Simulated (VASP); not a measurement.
# TaSi2 (P2) in VASP: further runs

Runs on TaSi2. Level: PBE. Tasks: single point.

Everything below comes from runs of VASP 6.6.1. Logs are shortened: lines on timing, memory, paths and dates and some standing lists are left out, and cuts for length are marked.

## 1. The cell of the first run

It takes space group P2 (No. 3, monoclinic). Conventional cell: a = 4.806 Å, b = 6.600 Å, c = 4.806 Å, α = 90.00°, β = 120.00°, γ = 90.00°. Within 3.0 Å of Ta (site symmetry 2) lie 8 Si at 2.10 to 2.91 Å and 2 Ta at 2.86 Å. Within 3.5 Å of Ta (site symmetry 2) lie 10 Si at 2.62 to 2.84 Å and 4 Ta at 2.86 to 3.26 Å. Ta (site symmetry 2) has 10 Si at 2.62 to 2.84 Å and 2 Ta at 3.26 Å within 3.5 Å. Si (site symmetry 1) has 9 Si at 2.57 to 3.34 Å and 5 Ta at 2.62 to 2.91 Å within 3.4 Å. Si (site symmetry 1) has 5 Ta at 2.10 to 2.84 Å and 5 Si at 2.57 to 2.84 Å within 2.9 Å. Si (site symmetry 1) has 9 Si at 2.57 to 3.34 Å and 5 Ta at 2.62 to 3.18 Å within 3.4 Å.

## 2. Single point, PBE (atom 1 (Ta) moved by +0.000 Å along [1 0 0] and -0.648 Å along [0 0 1])

INCAR

```
SYSTEM = TaSi2
PREC = Accurate ; ENCUT = 520
EDIFF = 1E-6 ; ISMEAR = 0
SIGMA = 0.15 ; LREAL = .FALSE.
LASPH = .TRUE. ; NELM = 100
ALGO = Normal ; ISIF = 2
LWAVE = .FALSE. ; LCHARG = .FALSE.
GGA = PE ; NBANDS = 38
```

KPOINTS

```
regular mesh
0
G
  9 9 6
  0 0 0
```

POSCAR

```
TaSi2
1.0
    4.8060235202      0.0000000000      0.0000000000
   -2.4030117601      4.1621384597      0.0000000000
    0.0000000000      0.0000000000      6.5995345254
Ta Si
3 6
Direct
    0.5000000000      0.0000000000     -0.0981887431
    0.5000000000      0.5000000000      0.6666666667
    0.0000000000      0.5000000000      0.3333333333
    0.1589152396      0.3178304793      0.0000000000
    0.8410847604      0.1589152396      0.6666666667
    0.6821695207      0.8410847604      0.3333333333
    0.8410847604      0.6821695207      0.0000000000
    0.1589152396      0.8410847604      0.6666666667
    0.3178304793      0.1589152396      0.3333333333
```

Potentials or basis: VASP PAW PBE potentials, release 64 (Ta_pv, Si).

The run is started by

```bash
cat potpaw_PBE.64/Ta_pv/POTCAR potpaw_PBE.64/Si/POTCAR > POTCAR
mpirun -np 1 vasp_std > vasp.out
```

OUTCAR:

```text
SYSTEM = TaSi2
   PREC = Accurate
   ENCUT = 520
   EDIFF = 1E-6
   ISMEAR = 0
   LREAL = .FALSE.
   LASPH = .TRUE.
   NELM = 100
   ISIF = 2
   GGA = PE

 ion  position               nearest neighbor table
   1  0.500  0.000  0.902-   5 2.10   8 2.10   4 2.82   7 2.82   4 2.82   7 2.82   2 2.86   2 2.86
                             4 2.91   7 2.91   9 3.18   6 3.18
   2  0.500  0.500  0.667-   4 2.62   7 2.62   6 2.62   9 2.62   8 2.74   5 2.74   8 2.74   5 2.74
                             8 2.84   5 2.84   1 2.86   1 2.86   3 3.26   3 3.26
   3  0.000  0.500  0.333-   4 2.62   7 2.62   5 2.62   8 2.62   9 2.74   6 2.74   9 2.74   6 2.74
                             6 2.84   9 2.84   2 3.26   2 3.26
   4  0.159  0.318  0.000-   5 2.57   9 2.57   3 2.62   2 2.62   7 2.65   1 2.82   1 2.82   7 2.84
                             7 2.84   1 2.91
   5  0.841  0.159  0.667-   1 2.10   4 2.57   6 2.57   3 2.62   8 2.65   2 2.74   2 2.74   2 2.84
                             8 2.84   8 2.84
   6  0.682  0.841  0.333-   7 2.57   5 2.57   2 2.62   9 2.65   3 2.74   3 2.74   3 2.84   9 2.84
                             9 2.84   1 3.18
   7  0.841  0.682  0.000-   8 2.57   6 2.57   3 2.62   2 2.62   4 2.65   1 2.82   1 2.82   4 2.84
                             4 2.84   1 2.91
   8  0.159  0.841  0.667-   1 2.10   7 2.57   9 2.57   3 2.62   5 2.65   2 2.74   2 2.74   2 2.84
                             5 2.84   5 2.84
   9  0.318  0.159  0.333-   4 2.57   8 2.57   2 2.62   6 2.65   3 2.74   3 2.74   3 2.84   6 2.84
                             6 2.84   1 3.18

  LATTYP: Found a hexagonal cell.
 ALAT       =     4.8060235202
 C/A-ratio  =     1.3731798227

  Lattice vectors:

 A1 = (   4.8060235202,   0.0000000000,   0.0000000000)
 A2 = (  -2.4030117601,   4.1621384597,   0.0000000000)
 A3 = (   0.0000000000,   0.0000000000,   6.5995345254)

Analysis of symmetry for initial positions (statically):
=====================================================================
 Subroutine PRICEL returns:
 Original cell was already a primitive cell.

 Routine SETGRP: Setting up the symmetry group for a
 hexagonal supercell.

 Subroutine GETGRP returns: Found  2 space group operations
 (whereof  2 operations were pure point group operations)
 out of a pool of 24 trial point group operations.

The static configuration has the point symmetry C_2 .

Analysis of symmetry for dynamics (positions and initial velocities):
=====================================================================
 Subroutine PRICEL returns:
 Original cell was already a primitive cell.

 Routine SETGRP: Setting up the symmetry group for a
 hexagonal supercell.

 Subroutine GETGRP returns: Found  2 space group operations
 (whereof  2 operations were pure point group operations)
 out of a pool of 24 trial point group operations.

The dynamic configuration has the point symmetry C_2 .

 Subroutine INISYM returns: Found  2 space group operations
 (whereof  2 operations are pure point group operations),
 and found     1 'primitive' translations

----------------------------------------------------------------------------------------

                                     Primitive cell

  volume of cell :     132.0127

  direct lattice vectors                    reciprocal lattice vectors
     4.806023520  0.000000000  0.000000000     0.208072223  0.120130554  0.000000000
    -2.403011760  4.162138460  0.000000000     0.000000000  0.240261108  0.000000000
     0.000000000  0.000000000  6.599534525     0.000000000  0.000000000  0.151525838

  length of vectors
     4.806023520  4.806023520  6.599534525     0.240261108  0.240261108  0.151525838

  position of ions in fractional coordinates (direct lattice)
     0.500000000  0.000000000  0.901811257
     0.500000000  0.500000000  0.666666667
     1.000000000  0.500000000  0.333333333
     0.158915240  0.317830479  0.000000000
     0.841084760  0.158915240  0.666666667
     0.682169521  0.841084760  0.333333333
     0.841084760  0.682169521  0.000000000
     0.158915240  0.841084760  0.666666667
     0.317830479  0.158915240  0.333333333

  ion indices of the primitive-cell ions
   primitive index   ion index
                 1           1
                 2           2
                 3           3
                 4           4
                 5           5
                 6           6
                 7           7
                 8           8
                 9           9

----------------------------------------------------------------------------------------

 KPOINTS: regular mesh

Automatic generation of k-mesh.
 Grid dimensions read from file:
 generate k-points for:    9    9    6

 Generating k-lattice:

  Cartesian coordinates                     Fractional coordinates (reciprocal lattice)
     0.023119136  0.013347839  0.000000000     0.111111111  0.000000000  0.000000000
     0.000000000  0.026695679  0.000000000     0.000000000  0.111111111  0.000000000
     0.000000000  0.000000000  0.025254306     0.000000000  0.000000000  0.166666667

  Length of vectors
     0.026695679  0.026695679  0.025254306

  Shift w.r.t. Gamma in fractional coordinates (k-lattice)
     0.000000000  0.000000000  0.000000000

 Subroutine IBZKPT returns following result:
 ===========================================

 Found    164 irreducible k-points:

 Following reciprocal coordinates:
            Coordinates               Weight
  0.000000  0.000000  0.000000      1.000000
  0.111111  0.000000  0.000000      2.000000
  0.000000  0.111111  0.000000      2.000000
 -0.111111  0.111111  0.000000      2.000000
  0.222222 -0.000000  0.000000      2.000000
  0.000000  0.222222  0.000000      2.000000
[... 16 lines left out ...]
  0.333333  0.111111  0.000000      2.000000
 -0.111111  0.444444  0.000000      2.000000
 [... further k-points ...]
   k-points           NKPTS =    164   k-points in BZ     NKDIM =    164   number of bands    NBANDS=     38
   number of dos      NEDOS =    301   number of ions     NIONS =      9
   total plane-waves  NPLWV =  64800
   dimension x,y,z NGX =    36 NGY =   36 NGZ =   50
   dimension x,y,z NGXF=    72 NGYF=   72 NGZF=  100
   ions per type =               3   6
   NGX,Y,Z   is equivalent  to a cutoff of  12.45, 12.45, 12.60 a.u.
   NGXF,Y,Z  is equivalent  to a cutoff of  24.91, 24.91, 25.19 a.u.
 SYSTEM =  TaSi2
   PREC   = accura    normal or accurate (medium, high low for compatibility)
   ISTART =      0    job   : 0-new  1-cont  2-samecut
   ICHARG =      2    charge: 1-file 2-atom 10-const
   ISPIN  =      1    spin polarized calculation?
   LNONCOLLINEAR =      F non collinear calculations
   LSORBIT =      F    spin-orbit coupling
   LASPH  =      T    aspherical Exc in radial PAW
   ENCUT  =  520.0 eV  38.22 Ry    6.18 a.u.   8.94  8.94 12.27*2*pi/ulx,y,z
   NELM   =    100;   NELMIN=  2; NELMDL= -5     # of ELM steps
   EDIFF  = 0.1E-05   stopping-criterion for ELM
   LREAL  =      F    real-space projection
[... 7 lines left out ...]
   TEBEG  =    0.0;   TEEND  =   0.0 temperature during run
   PSTRESS=    0.0 pullay stress
   NELECT =      57.0000    total number of electrons
   NUPDOWN=      -1.0000    fix difference up-down
   EMIN   =  10.00;   EMAX   =-10.00  energy-range for DOS
   EFERMI =   0.00;   METHOD = LEGACY
   ISMEAR =     0;   SIGMA  =   0.15  broadening in eV -4-tet -1-fermi 0-gaus
   EFERMI_NEDOS =   21; number of points for ismear=-14 and -15
   IALGO  =     38    algorithm
   IMIX   =      4    mixing-type and parameters
     AMIX     =   0.40;   BMIX     =  1.00
     AMIX_MAG =   1.60;   BMIX_MAG =  1.00
  volume/ion in A,a.u.               =      14.67        98.99
  Fermi-wavevector in a.u.,A,eV,Ry     =   1.237356  2.338263 20.831186  1.531049
  Thomas-Fermi vector in A             =   2.371926
   LORBIT       =      0    0 simple, 1 ext, 2 COOP (PROOUT), +10 PAW based schemes
   GGA     = PE    functional components
   LHFCALC =     F    Hartree Fock is set to
   AEXX    =    0.0000 exact exchange contribution
   IVDW    =     0    specifies the selected vdW correction
   LEPSILON=     F    determine dielectric tensor
   LRPA    =     F    only Hartree local field effects (RPA)
 non-spin polarized calculation
 Gauss-broadening in eV      SIGMA  =   0.15
  energy-cutoff  :      520.00
  volume of cell :      132.01
 maximum number of plane-waves:      3577
   NGX = 17   NGY = 17   NGZ = 25

 number of electron      57.0000008 magnetization

 Free energy of the ion-electron system (eV)
  ---------------------------------------------------
  ext. energy  EPLUGINS =         0.00000000
  ---------------------------------------------------
  free energy    TOTEN  =       -67.68643287 eV

  energy without entropy =      -67.65054880  energy(sigma->0) =      -67.66849083

 E-fermi :   9.1072     XC(G=0): -11.9653

 val. band max:        9.1029787381   @ k =   0.3333  -0.0000   0.5000
 cond. band min:       9.1097339261   @ k =  -0.2222   0.3333  -0.1667
 fundamental gap:      0.0067551880
 Fermi energy:         9.1072083763

 k-point     1 :       0.0000    0.0000    0.0000
  band No.  band energies     occupation
      1     -25.2648      2.00000
      2     -25.2001      2.00000
      3     -25.1994      2.00000
      4     -25.1405      2.00000
      5     -25.1293      2.00000
      6     -25.0672      2.00000
[... 30 lines left out ...]
     37      12.7952      0.00000
     38      13.3149      0.00000

 k-point     2 :       0.1111    0.0000    0.0000
  band No.  band energies     occupation
      1     -25.2650      2.00000
      2     -25.2088      2.00000
      3     -25.1937      2.00000
      4     -25.1464      2.00000
      5     -25.1215      2.00000
      6     -25.0682      2.00000
[... 30 lines left out ...]
     37      12.8365      0.00000
     38      13.2924      0.00000
[... 859 lines left out ...]
     37      12.8051      0.00000
     38      13.1371      0.00000

 k-point    24 :      -0.1111    0.4444    0.0000
  band No.  band energies     occupation
      1     -25.2870      2.00000
      2     -25.2423      2.00000
      3     -25.2019      2.00000
      4     -25.1468      2.00000
      5     -25.1287      2.00000
      6     -25.0586      2.00000
[... 30 lines left out ...]
     37      12.5445      0.00000
     38      12.9085      0.00000

 [... further k-points ...]

------------------------ aborting loop because EDIFF is reached ----------------------------------------

  FORCE on cell =-STRESS in cart. coord.  units (eV):
  Direction    XX          YY          ZZ          XY          YZ          ZX
  --------------------------------------------------------------------------------------
  -------------------------------------------------------------------------------------
  Total       10.5227314      4.2253367     22.4728331      6.5837784      0.0000000      0.0000000
  in kB      127.7095421     51.2809647    272.7424192     79.9042839      0.0000000      0.0000000
  external PRESSURE =     150.5776420 kB  Pullay stress =       0.0000000 kB

 VOLUME and BASIS-vectors are now :
 -----------------------------------------------------------------------------
  energy-cutoff  :      520.00
  volume of cell :      132.01
      direct lattice vectors                 reciprocal lattice vectors
     4.806023520  0.000000000  0.000000000     0.208072223  0.120130554  0.000000000
    -2.403011760  4.162138460  0.000000000     0.000000000  0.240261108  0.000000000
     0.000000000  0.000000000  6.599534525     0.000000000  0.000000000  0.151525838

 POSITION                                       TOTAL-FORCE (eV/Angst)
 -----------------------------------------------------------------------------------
      2.40301      0.00000      5.95153         0.000000      0.000000     16.813244
      1.20151      2.08107      4.39969         0.000000      0.000000     -1.491566
     -1.20151      2.08107      2.19984         0.000000      0.000000     -1.106545
     -0.00000      1.32285      0.00000        -0.229580     -0.093401     -0.419899
      3.66040      0.66143      4.39969         4.352977      2.717675     -6.042118
      1.25739      3.50071      2.19984        -0.528130      0.154116     -0.645550
      2.40301      2.83928      0.00000         0.229580      0.093401     -0.419899
     -1.25739      3.50071      4.39969        -4.352977     -2.717675     -6.042118
      1.14563      0.66143      2.19984         0.528130     -0.154116     -0.645550
 -----------------------------------------------------------------------------------
    total drift:                               -0.000000     -0.000000      0.000696

  FREE ENERGIE OF THE ION-ELECTRON SYSTEM (eV)
  ---------------------------------------------------
  free  energy   TOTEN  =       -67.6864328719 eV

  energy  without entropy=      -67.6505487963  energy(sigma->0) =      -67.66849083
```

Run time: 5.9 min. Hardware: 1 thread of Intel Xeon Platinum 8559C (Emerald Rapids), shared host; peak memory 0.69 GiB.

Results:

```
Free energy            : -67.6864 eV
Pressure               : 15.1 GPa
Largest force          : 16.813 eV/Å
Band gap on the k mesh : zero (an odd number of electrons rules out a gap without spin polarisation)
```

Forces in eV/Å, atoms in the order of the input:
```
Ta   0.000  0.000 16.813
Ta   0.000  0.000 -1.492
Ta   0.000  0.000 -1.107
Si  -0.230 -0.093 -0.420
Si   4.353  2.718 -6.042
Si  -0.528  0.154 -0.646
Si   0.230  0.093 -0.420
Si  -4.353 -2.718 -6.042
Si   0.528 -0.154 -0.646
```

Caveat: the cell differs from its parent crystal (atom 1 (Ta) moved by +0.000 Å along [1 0 0] and -0.648 Å along [0 0 1]); the cell stands under pressure; spin-orbit coupling is left out, which moves the levels of the heavy elements; forces of over 1 eV/Å act on the atoms, so gaps and moduli don't describe the material at rest.

## 3. Single point, PBE (atom 1 (Ta) moved by +0.000 Å along [1 0 0] and -0.864 Å along [0 0 1])

INCAR

```
PREC     = Accurate       # precision mode
ENCUT    = 520            # plane-wave cutoff, eV
EDIFF    = 1E-6           # SCF threshold, eV
ISMEAR   = 0              # smearing method
SIGMA    = 0.15           # smearing width, eV
LREAL    = F              # projectors in reciprocal space
LASPH    = T              # aspherical terms in the spheres
NELM     = 100            # most SCF steps
ALGO     = Normal         # electronic algorithm
ISIF     = 2              # what is computed and relaxed
LWAVE    = F              # write WAVECAR
LCHARG   = F              # write CHGCAR
GGA      = PE             # functional
NBANDS   = 38             # bands
```

KPOINTS

```
Automatic mesh
0
Gamma
  9 9 6
```

Changes to POSCAR since step 2:

```diff
@@ -8,3 +8,3 @@
 Direct
-    0.5000000000      0.0000000000     -0.0981887431
+    0.5000000000      0.0000000000     -0.1309183241
     0.5000000000      0.5000000000      0.6666666667
```

Potentials or basis: VASP PAW PBE potentials, release 64 (Ta_pv, Si).

The run is started by

```bash
cat potpaw_PBE.64/Ta_pv/POTCAR potpaw_PBE.64/Si/POTCAR > POTCAR
mpirun -np 1 vasp_std > vasp.out
```

OUTCAR:

```text
PREC = Accurate
   ENCUT = 520
   EDIFF = 1E-6
   ISMEAR = 0
   LREAL = F
   LASPH = T
   NELM = 100
   ISIF = 2
   GGA = PE

 ion  position               nearest neighbor table
   1  0.500  0.000  0.869-   5 1.95   8 1.95   2 2.75   2 2.75   4 2.88   7 2.88   7 2.88   4 2.88
                             4 2.97   7 2.97   9 3.38   6 3.38
   2  0.500  0.500  0.667-   4 2.62   7 2.62   6 2.62   9 2.62   8 2.74   5 2.74   8 2.74   5 2.74
                             1 2.75   1 2.75   5 2.84   8 2.84   3 3.26   3 3.26
   3  0.000  0.500  0.333-   4 2.62   7 2.62   5 2.62   8 2.62   9 2.74   6 2.74   9 2.74   6 2.74
                             6 2.84   9 2.84   2 3.26   2 3.26
   4  0.159  0.318  0.000-   5 2.57   9 2.57   3 2.62   2 2.62   7 2.65   7 2.84   7 2.84   1 2.88
[... 1212 lines left out ...]

 VOLUME and BASIS-vectors are now :
 -----------------------------------------------------------------------------
  energy-cutoff  :      520.00
  volume of cell :      132.01
      direct lattice vectors                 reciprocal lattice vectors
     4.806023520  0.000000000  0.000000000     0.208072223  0.120130554  0.000000000
    -2.403011760  4.162138460  0.000000000     0.000000000  0.240261108  0.000000000
     0.000000000  0.000000000  6.599534525     0.000000000  0.000000000  0.151525838

 POSITION                                       TOTAL-FORCE (eV/Angst)
 -----------------------------------------------------------------------------------
      2.40301      0.00000      5.73553         0.000000     -0.000000     26.590372
      1.20151      2.08107      4.39969         0.000000     -0.000000     -2.430589
     -1.20151      2.08107      2.19984         0.000000     -0.000000     -1.261123
     -0.00000      1.32285      0.00000        -0.244839     -0.125764     -0.370730
      3.66040      0.66143      4.39969         8.646606      5.231990    -10.313986
      1.25739      3.50071      2.19984        -0.567756      0.064453     -0.764614
      2.40301      2.83928      0.00000         0.244839      0.125764     -0.370730
     -1.25739      3.50071      4.39969        -8.646606     -5.231990    -10.313986
      1.14563      0.66143      2.19984         0.567756     -0.064453     -0.764614
 -----------------------------------------------------------------------------------
    total drift:                               -0.000000     -0.000000     -0.000543

  FREE ENERGIE OF THE ION-ELECTRON SYSTEM (eV)
  ---------------------------------------------------
  free  energy   TOTEN  =       -63.0282595007 eV

  energy  without entropy=      -62.9873164006  energy(sigma->0) =      -63.00778795
```

It took 7.2 min on 1 thread of Intel Xeon Platinum 8488C (Sapphire Rapids), shared host; peak memory 0.69 GiB.

What came out:

```
Free energy            : -63.0283 eV
Pressure               : 27.1 GPa
Largest force          : 26.590 eV/Å
Band gap on the k mesh : zero (an odd number of electrons rules out a gap without spin polarisation)
```

Forces in eV/Å, atoms in the order of the input:
```
Ta    0.000   0.000  26.590
Ta    0.000   0.000  -2.431
Ta    0.000   0.000  -1.261
Si   -0.245  -0.126  -0.371
Si    8.647   5.232 -10.314
Si   -0.568   0.064  -0.765
Si    0.245   0.126  -0.371
Si   -8.647  -5.232 -10.314
Si    0.568  -0.064  -0.765
```

Levels at points of the mesh, in eV from the Fermi level:
| k point | band 25 | band 26 | band 27 | band 28 | band 29 | band 30 | band 31 | band 32 |
| --- | --- | --- | --- | --- | --- | --- | --- | --- |
| (0.00, 0.00, 0.00) | -2.37 | -1.74 | -1.42 | -1.39 | -1.12 | 1.07 | 1.37 | 1.43 |
| (0.00, 0.00, 0.50) | -1.88 | -1.71 | -1.57 | -1.27 | 0.53 | 0.60 | 1.11 | 1.88 |

Caveat: the cell differs from its parent crystal (atom 1 (Ta) moved by +0.000 Å along [1 0 0] and -0.864 Å along [0 0 1]); the cell stands under pressure; spin-orbit coupling is left out, which moves the levels of the heavy elements; forces of over 1 eV/Å act on the atoms, so gaps and moduli don't describe the material at rest.
